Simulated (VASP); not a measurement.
# KTaO3 in VASP: a series of runs, part 3 of 3

VASP 6.6.1. The steps go on from the part before.

### 5 Electric field gradients, PBE (equal xx and yy strain of -1 %)

Contents of INCAR:

```
SYSTEM = KTaO3
ALGO = Normal
EDIFF = 1E-8
ENCUT = 520
GGA = PE
ISIF = 2
ISMEAR = -1
LASPH = .TRUE.
LCHARG = .FALSE.
LEFG = .TRUE.
LREAL = .FALSE.
LWAVE = .FALSE.
NBANDS = 27
NELM = 100
PREC = Accurate
SIGMA = 0.01
```

Contents of KPOINTS:

```
k-points
0
G
  5 5 5
  0 0 0
```

Contents of POSCAR:

```
KTaO3
1.0
    3.9484170000      0.0000000000      0.0000000000
    0.0000000000      3.9484170000      0.0000000000
    0.0000000000      0.0000000000      3.9883000000
K Ta O
1 1 3
Direct
    0.5000000000      0.5000000000      0.5000000000
    0.0000000000      0.0000000000      0.0000000000
    0.5000000000      0.0000000000      0.0000000000
    0.0000000000      0.5000000000      0.0000000000
    0.0000000000      0.0000000000      0.5000000000
```

Potentials or basis: VASP PAW PBE potentials, release 64 (K_sv, Ta_pv, O).

On the command line:

```
> cat potpaw_PBE.64/K_sv/POTCAR potpaw_PBE.64/Ta_pv/POTCAR potpaw_PBE.64/O/POTCAR > POTCAR
> mpirun -np 1 vasp_std > vasp.out
```

OUTCAR:

```text
SYSTEM = KTaO3
   EDIFF = 1E-8
   ENCUT = 520
   GGA = PE
   ISIF = 2
   ISMEAR = -1
   LASPH = .TRUE.
   LREAL = .FALSE.
   NELM = 100
   PREC = Accurate

 ion  position               nearest neighbor table
   1  0.500  0.500  0.500-   5 2.79   5 2.79   5 2.79   5 2.79   4 2.81   3 2.81   4 2.81   3 2.81
                             4 2.81   3 2.81   4 2.81   3 2.81   2 3.43   2 3.43   2 3.43   2 3.43
   2  0.000  0.000  0.000-   3 1.97   4 1.97   4 1.97   3 1.97   5 1.99   5 1.99   1 3.43   1 3.43
                             1 3.43   1 3.43   1 3.43   1 3.43   1 3.43   1 3.43
   3  0.500  0.000  0.000-   2 1.97   2 1.97   1 2.81   1 2.81   1 2.81   1 2.81
   4  0.000  0.500  0.000-   2 1.97   2 1.97   1 2.81   1 2.81   1 2.81   1 2.81
   5  0.000  0.000  0.500-   2 1.99   2 1.99   1 2.79   1 2.79   1 2.79   1 2.79

  LATTYP: Found a simple tetragonal cell.
 ALAT       =     3.9484170000
 C/A-ratio  =     1.0101010101

  Lattice vectors:

 A1 = (   3.9484170000,   0.0000000000,   0.0000000000)
 A2 = (   0.0000000000,   3.9484170000,   0.0000000000)
 A3 = (   0.0000000000,   0.0000000000,   3.9883000000)

Analysis of symmetry for initial positions (statically):
=====================================================================
 Subroutine PRICEL returns:
 Original cell was already a primitive cell.

 Routine SETGRP: Setting up the symmetry group for a
 simple tetragonal supercell.

 Subroutine GETGRP returns: Found 16 space group operations
 (whereof 16 operations were pure point group operations)
 out of a pool of 16 trial point group operations.

The static configuration has the point symmetry D_4h.

Analysis of symmetry for dynamics (positions and initial velocities):
=====================================================================
 Subroutine PRICEL returns:
 Original cell was already a primitive cell.

 Routine SETGRP: Setting up the symmetry group for a
 simple tetragonal supercell.

 Subroutine GETGRP returns: Found 16 space group operations
 (whereof 16 operations were pure point group operations)
 out of a pool of 16 trial point group operations.

The dynamic configuration has the point symmetry D_4h.

 Subroutine INISYM returns: Found 16 space group operations
 (whereof 16 operations are pure point group operations),
 and found     1 'primitive' translations

----------------------------------------------------------------------------------------

                                     Primitive cell

  volume of cell :      62.1776

  direct lattice vectors                    reciprocal lattice vectors
     3.948417000  0.000000000  0.000000000     0.253266056  0.000000000  0.000000000
     0.000000000  3.948417000  0.000000000     0.000000000  0.253266056  0.000000000
     0.000000000  0.000000000  3.988300000     0.000000000  0.000000000  0.250733395

  length of vectors
     3.948417000  3.948417000  3.988300000     0.253266056  0.253266056  0.250733395

  position of ions in fractional coordinates (direct lattice)
     0.500000000  0.500000000  0.500000000
     0.000000000  0.000000000  0.000000000
     0.500000000  0.000000000  0.000000000
[... 90 lines left out ...]
   ISMEAR =    -1;   SIGMA  =   0.01  broadening in eV -4-tet -1-fermi 0-gaus
   EFERMI_NEDOS =   21; number of points for ismear=-14 and -15
   IALGO  =     38    algorithm
   IMIX   =      4    mixing-type and parameters
     AMIX     =   0.40;   BMIX     =  1.00
     AMIX_MAG =   1.60;   BMIX_MAG =  1.00
  volume/ion in A,a.u.               =      12.44        83.92
  Fermi-wavevector in a.u.,A,eV,Ry     =   1.389285  2.625368 26.260787  1.930113
  Thomas-Fermi vector in A             =   2.513331
   LORBIT       =      0    0 simple, 1 ext, 2 COOP (PROOUT), +10 PAW based schemes
   GGA     = PE    functional components
[... 5 lines left out ...]
 non-spin polarized calculation
  energy-cutoff  :      520.00
  volume of cell :       62.18
 maximum number of plane-waves:      1703
 NGX is ok and might be reduce to    30
   NGX = 15   NGY = 15   NGZ = 15

 number of electron      37.9999982 magnetization

 Free energy of the ion-electron system (eV)
  ---------------------------------------------------
  ext. energy  EPLUGINS =         0.00000000
  ---------------------------------------------------
  free energy    TOTEN  =       -40.95244483 eV

  energy without entropy =      -40.95244483  energy(sigma->0) =      -40.95244483

 E-fermi :   2.1328     XC(G=0): -10.9789

 val. band max:        1.8282561544   @ k =   0.4000   0.4000   0.4000
 cond. band min:       4.1532301003   @ k =   0.0000   0.0000   0.0000
 fundamental gap:      2.3249739459
 Fermi energy:         2.1328121649

 k-point     1 :       0.0000    0.0000    0.0000
  band No.  band energies     occupation
      1     -32.1024      2.00000
      2     -32.1024      2.00000
      3     -32.0853      2.00000
      4     -25.3646      2.00000
      5     -15.6903      2.00000
      6     -15.0206      2.00000
[... 529 lines left out ...]
     26      13.3771      0.00000
     27      13.8139      0.00000

------------------------ aborting loop because EDIFF is reached ----------------------------------------

  FORCE on cell =-STRESS in cart. coord.  units (eV):
  Direction    XX          YY          ZZ          XY          YZ          ZX
  --------------------------------------------------------------------------------------
  -------------------------------------------------------------------------------------
  Total        4.6730503      4.6730503      3.0636027      0.0000000      0.0000000      0.0000000
  in kB      120.4140572    120.4140572     78.9421910      0.0000000      0.0000000      0.0000000
  external PRESSURE =     106.5901018 kB  Pullay stress =       0.0000000 kB

 VOLUME and BASIS-vectors are now :
 -----------------------------------------------------------------------------
  energy-cutoff  :      520.00
  volume of cell :       62.18
      direct lattice vectors                 reciprocal lattice vectors
     3.948417000  0.000000000  0.000000000     0.253266056  0.000000000  0.000000000
     0.000000000  3.948417000  0.000000000     0.000000000  0.253266056  0.000000000
     0.000000000  0.000000000  3.988300000     0.000000000  0.000000000  0.250733395

 POSITION                                       TOTAL-FORCE (eV/Angst)
 -----------------------------------------------------------------------------------
      1.97421      1.97421      1.99415         0.000000      0.000000      0.000000
      0.00000      0.00000      0.00000         0.000000      0.000000      0.000000
      1.97421      0.00000      0.00000         0.000000      0.000000      0.000000
      0.00000      1.97421      0.00000         0.000000      0.000000      0.000000
      0.00000      0.00000      1.99415         0.000000      0.000000      0.000000
 -----------------------------------------------------------------------------------
    total drift:                                0.000000     -0.000000      0.000000

  FREE ENERGIE OF THE ION-ELECTRON SYSTEM (eV)
  ---------------------------------------------------
  free  energy   TOTEN  =       -40.9524448265 eV

  energy  without entropy=      -40.9524448265  energy(sigma->0) =      -40.95244483

 Electric field gradients (V/A^2)
---------------------------------------------------------------------
 ion       V_xx      V_yy      V_zz      V_xy      V_xz      V_yz
---------------------------------------------------------------------
   1      -0.552    -0.552     1.104    -0.000     0.000     0.000
   2     -27.888   -27.888    55.777    -0.000    -0.000     0.000
   3      14.670    -8.676    -5.994    -0.000     0.000    -0.000
   4      -8.676    14.670    -5.994     0.000     0.000     0.000
   5     -10.420   -10.420    20.841    -0.000     0.000    -0.000
---------------------------------------------------------------------

 Electric field gradients after diagonalization (V/A^2)
 (convention: |V_zz| > |V_xx| > |V_yy|)
----------------------------------------------------------------------
 ion       V_xx      V_yy      V_zz     asymmetry (V_yy - V_xx)/ V_zz
----------------------------------------------------------------------
   1      -0.552    -0.552     1.104       0.000
   2     -27.888   -27.888    55.777       0.000
   3      -8.676    -5.994    14.670       0.183
   4      -8.676    -5.994    14.670       0.183
   5     -10.420   -10.420    20.841       0.000
----------------------------------------------------------------------

           NMR quadrupolar parameters

 Cq : quadrupolar parameter    Cq=e*Q*V_zz/h
 eta: asymmetry parameters     (V_yy - V_xx)/ V_zz
 Q  : nuclear electric quadrupole moment in mb (millibarn)
----------------------------------------------------------------------
 ion       Cq(MHz)       eta       Q (mb)
----------------------------------------------------------------------
   1       0.003       0.000       1.000
   2       0.135       0.000       1.000
   3       0.035       0.183       1.000
   4       0.035       0.183       1.000
   5       0.050       0.000       1.000
----------------------------------------------------------------------
```

It took 72 s on 1 thread of AMD EPYC 7R13, shared host; peak memory 0.18 GiB.

Results:

```
Free energy            : -40.9524 eV
Pressure               : 10.7 GPa
Band gap on the k mesh : 2.32 eV, indirect (least direct gap 2.82 eV)
```

Stress tensor (GPa, compression positive):
```
12.04  0.00  0.00
 0.00 12.04  0.00
 0.00  0.00  7.89
```

Levels at points of the mesh, in eV from the valence-band top:
```csv
k point,band 15,band 16,band 17,band 18,band 19,band 20,band 21,band 22,band 23,band 24
"(0.00, 0.00, 0.00)",-0.96,-0.96,-0.51,-0.49,-0.49,2.32,2.32,2.34,6.85,7.08
```

Electric field gradients, principal values (V/Å²):
| atom | least | middle | greatest (by size) |
| --- | --- | --- | --- |
| 1 K | -0.552 | -0.552 | 1.104 |
| 2 Ta | -27.888 | -27.888 | 55.777 |
| 3 O | -5.994 | -8.676 | 14.670 |
| 4 O | -5.994 | -8.676 | 14.670 |
| 5 O | -10.420 | -10.420 | 20.841 |

Caveat: the cell differs from its parent crystal (equal xx and yy strain of -1 %); without QUAD_EFG the Cq values of the log hold for a quadrupole moment of 1 mb, not for the nuclei; spin-orbit coupling is left out, which moves the levels of the heavy elements.

### 6 Electric field gradients, PBE (equal xx and yy strain of +2 %)

Contents of INCAR:

```
SYSTEM = KTaO3
PREC = Accurate
ENCUT = 520
EDIFF = 1E-8
ISMEAR = -1
SIGMA = 0.01
LREAL = .FALSE.
LASPH = .TRUE.
NELM = 100
ALGO = Normal
ISIF = 2
LWAVE = .FALSE.
LCHARG = .FALSE.
GGA = PE
LEFG = .TRUE.
NBANDS = 27
```

Contents of KPOINTS:

```
Automatic mesh
0
G
  5 5 5
  0 0 0
```

POSCAR: that of step 5 with these lines changed.

```diff
@@ -2,4 +2,4 @@
 1.0
-    3.9484170000      0.0000000000      0.0000000000
-    0.0000000000      3.9484170000      0.0000000000
+    4.0680660000      0.0000000000      0.0000000000
+    0.0000000000      4.0680660000      0.0000000000
     0.0000000000      0.0000000000      3.9883000000
```

Potentials or basis: VASP PAW PBE potentials, release 64 (K_sv, Ta_pv, O).

On the command line:

```
> cat potpaw_PBE.64/K_sv/POTCAR potpaw_PBE.64/Ta_pv/POTCAR potpaw_PBE.64/O/POTCAR > POTCAR
> mpirun -np 1 vasp_std > vasp.out
```

OUTCAR:

```text
SYSTEM = KTaO3
   PREC = Accurate
   ENCUT = 520
   EDIFF = 1E-8
   ISMEAR = -1
   LREAL = .FALSE.
   LASPH = .TRUE.
   NELM = 100
   ISIF = 2
   GGA = PE

 ion  position               nearest neighbor table
   1  0.500  0.500  0.500-   3 2.85   4 2.85   3 2.85   4 2.85   3 2.85   3 2.85   4 2.85   4 2.85
                             5 2.88   5 2.88   5 2.88   5 2.88   2 3.50   2 3.50   2 3.50   2 3.50
   2  0.000  0.000  0.000-   5 1.99   5 1.99   3 2.03   4 2.03   4 2.03   3 2.03   1 3.50   1 3.50
                             1 3.50   1 3.50   1 3.50   1 3.50   1 3.50   1 3.50
   3  0.500  0.000  0.000-   2 2.03   2 2.03   1 2.85   1 2.85   1 2.85   1 2.85
   4  0.000  0.500  0.000-   2 2.03   2 2.03   1 2.85   1 2.85   1 2.85   1 2.85
   5  0.000  0.000  0.500-   2 1.99   2 1.99   1 2.88   1 2.88   1 2.88   1 2.88

  LATTYP: Found a simple tetragonal cell.
 ALAT       =     4.0680660000
 C/A-ratio  =     0.9803921569

  Lattice vectors:

 A1 = (   4.0680660000,   0.0000000000,   0.0000000000)
 A2 = (   0.0000000000,   4.0680660000,   0.0000000000)
 A3 = (   0.0000000000,   0.0000000000,   3.9883000000)

Analysis of symmetry for initial positions (statically):
=====================================================================
 Subroutine PRICEL returns:
 Original cell was already a primitive cell.

 Routine SETGRP: Setting up the symmetry group for a
 simple tetragonal supercell.

 Subroutine GETGRP returns: Found 16 space group operations
 (whereof 16 operations were pure point group operations)
 out of a pool of 16 trial point group operations.

The static configuration has the point symmetry D_4h.

[... 711 lines left out ...]
  -------------------------------------------------------------------------------------
  Total       -1.5822885     -1.5822885      1.1695288      0.0000000      0.0000000      0.0000000
  in kB      -38.4089520    -38.4089520     28.3894974      0.0000000      0.0000000      0.0000000
  external PRESSURE =     -16.1428022 kB  Pullay stress =       0.0000000 kB

 VOLUME and BASIS-vectors are now :
 -----------------------------------------------------------------------------
  energy-cutoff  :      520.00
  volume of cell :       66.00
      direct lattice vectors                 reciprocal lattice vectors
     4.068066000  0.000000000  0.000000000     0.245817054  0.000000000  0.000000000
     0.000000000  4.068066000  0.000000000     0.000000000  0.245817054  0.000000000
     0.000000000  0.000000000  3.988300000     0.000000000  0.000000000  0.250733395

 POSITION                                       TOTAL-FORCE (eV/Angst)
 -----------------------------------------------------------------------------------
      2.03403      2.03403      1.99415         0.000000      0.000000      0.000000
      0.00000      0.00000      0.00000         0.000000      0.000000      0.000000
      2.03403      0.00000      0.00000         0.000000      0.000000      0.000000
      0.00000      2.03403      0.00000         0.000000      0.000000      0.000000
      0.00000      0.00000      1.99415         0.000000      0.000000      0.000000
 -----------------------------------------------------------------------------------
    total drift:                                0.000000     -0.000000      0.000000

  FREE ENERGIE OF THE ION-ELECTRON SYSTEM (eV)
  ---------------------------------------------------
  free  energy   TOTEN  =       -41.0424667013 eV

  energy  without entropy=      -41.0424667013  energy(sigma->0) =      -41.04246670

 Electric field gradients (V/A^2)
---------------------------------------------------------------------
 ion       V_xx      V_yy      V_zz      V_xy      V_xz      V_yz
---------------------------------------------------------------------
   1       0.868     0.868    -1.736     0.000     0.000     0.000
   2      50.824    50.824  -101.647    -0.000    -0.000     0.000
   3      29.457   -12.142   -17.316    -0.000    -0.000     0.000
   4     -12.142    29.457   -17.316     0.000     0.000    -0.000
   5      -8.876    -8.876    17.752    -0.000     0.000     0.000
---------------------------------------------------------------------

 Electric field gradients after diagonalization (V/A^2)
 (convention: |V_zz| > |V_xx| > |V_yy|)
----------------------------------------------------------------------
 ion       V_xx      V_yy      V_zz     asymmetry (V_yy - V_xx)/ V_zz
----------------------------------------------------------------------
   1       0.868     0.868    -1.736       0.000
   2      50.824    50.824  -101.647       0.000
   3     -17.316   -12.142    29.457       0.176
   4     -17.316   -12.142    29.457       0.176
   5      -8.876    -8.876    17.752       0.000
----------------------------------------------------------------------

           NMR quadrupolar parameters

 Cq : quadrupolar parameter    Cq=e*Q*V_zz/h
 eta: asymmetry parameters     (V_yy - V_xx)/ V_zz
 Q  : nuclear electric quadrupole moment in mb (millibarn)
----------------------------------------------------------------------
 ion       Cq(MHz)       eta       Q (mb)
----------------------------------------------------------------------
   1      -0.004       0.000       1.000
   2      -0.246       0.000       1.000
   3       0.071       0.176       1.000
   4       0.071       0.176       1.000
   5       0.043       0.000       1.000
----------------------------------------------------------------------
```

OSZICAR:

```text
N       E                     dE             d eps       ncg     rms          rms(c)
DAV:   1     0.325179827901E+03    0.32518E+03   -0.20686E+04   972   0.140E+03
DAV:   2    -0.304020335291E+02   -0.35558E+03   -0.34363E+03  1159   0.406E+02
DAV:   3    -0.492048789771E+02   -0.18803E+02   -0.18714E+02  1376   0.903E+01
DAV:   4    -0.497684083189E+02   -0.56353E+00   -0.56239E+00  1608   0.103E+01
DAV:   5    -0.497749214036E+02   -0.65131E-02   -0.65116E-02  1281   0.906E-01    0.316E+01
DAV:   6    -0.413204449032E+02    0.84545E+01   -0.35416E+01  1118   0.392E+01    0.120E+01
DAV:   7    -0.411165984646E+02    0.20385E+00   -0.19186E+00  1272   0.871E+00    0.865E+00
DAV:   8    -0.410721917324E+02    0.44407E-01   -0.48644E-01  1171   0.575E+00    0.319E+00
DAV:   9    -0.410448633849E+02    0.27328E-01   -0.44543E-02  1184   0.168E+00    0.556E-01
DAV:  10    -0.410425454556E+02    0.23179E-02   -0.18749E-02  1283   0.850E-01    0.126E-01
DAV:  11    -0.410424396658E+02    0.10579E-03   -0.16314E-03  1319   0.251E-01    0.331E-02
DAV:  12    -0.410424519410E+02   -0.12275E-04   -0.69820E-05  1269   0.689E-02    0.197E-02
DAV:  13    -0.410424665728E+02   -0.14632E-04   -0.16382E-05  1228   0.279E-02    0.367E-03
DAV:  14    -0.410424668053E+02   -0.23244E-06   -0.36991E-07  1373   0.371E-03    0.467E-03
DAV:  15    -0.410424666958E+02    0.10949E-06   -0.18157E-07  1111   0.313E-03    0.317E-04
DAV:  16    -0.410424667194E+02   -0.23608E-07   -0.18221E-08  1186   0.821E-04    0.430E-04
DAV:  17    -0.410424667015E+02    0.17948E-07   -0.48555E-09   764   0.503E-04    0.632E-05
DAV:  18    -0.410424667013E+02    0.17735E-09   -0.89796E-10   594   0.191E-04
   1 F= -.41042467E+02 E0= -.41042467E+02  d E =-.701154E-13
```

Wall time 67 s (1 thread of AMD EPYC 7R13, shared host); peak memory 0.18 GiB.

Results:

```
Free energy            : -41.0425 eV
Pressure               : -1.6 GPa
Band gap on the k mesh : 2.17 eV, indirect (least direct gap 2.68 eV)
```

Stress tensor (GPa, compression positive):
```
-3.84  0.00  0.00
 0.00 -3.84  0.00
 0.00  0.00  2.84
```

Levels at points of the mesh, in eV from the valence-band top:
```csv
k point,band 16,band 17,band 18,band 19,band 20,band 21,band 22,band 23
"(0.00, 0.00, 0.00)",-0.82,-0.53,-0.53,-0.52,2.17,2.19,2.19,6.26
```

Electric field gradients, principal values (V/Å²):
```tsv
atom	least	middle	greatest (by size)
1 K	0.868	0.868	-1.736
2 Ta	50.824	50.824	-101.647
3 O	-12.142	-17.316	29.457
4 O	-12.142	-17.316	29.457
5 O	-8.876	-8.876	17.752
```

Caveat: the cell differs from its parent crystal (equal xx and yy strain of +2 %); without QUAD_EFG the Cq values of the log hold for a quadrupole moment of 1 mb, not for the nuclei; spin-orbit coupling is left out, which moves the levels of the heavy elements. A k mesh can miss the band edges.

### 7 The runs side by side

| cell | gap on the mesh (eV) | pressure (GPa) |
| --- | --- | --- |
| a = 3.989 Å, angles 88.8°, 5 atoms | 2.24 | 6.1 |
| a = 3.869, b = 3.869, c = 3.988 Å, 5 atoms | 2.40 | 21.5 |
| a = 3.948, b = 3.948, c = 3.988 Å, 5 atoms | 2.32 | 10.7 |
| a = 4.068, b = 4.068, c = 3.988 Å, 5 atoms | 2.17 | -1.6 |

Alike in all rows: task electric field gradients; level PBE; potentials or basis VASP PAW PBE potentials, release 64 (K_sv, Ta_pv, O); no spin polarisation; k mesh 5 × 5 × 5; cutoff (eV) 520; smearing fermi-dirac 0.01 eV.

Caveats: spin-orbit coupling is left out, which moves the levels of the heavy elements.

Absolute energies hang on the potentials; compare differences alone.
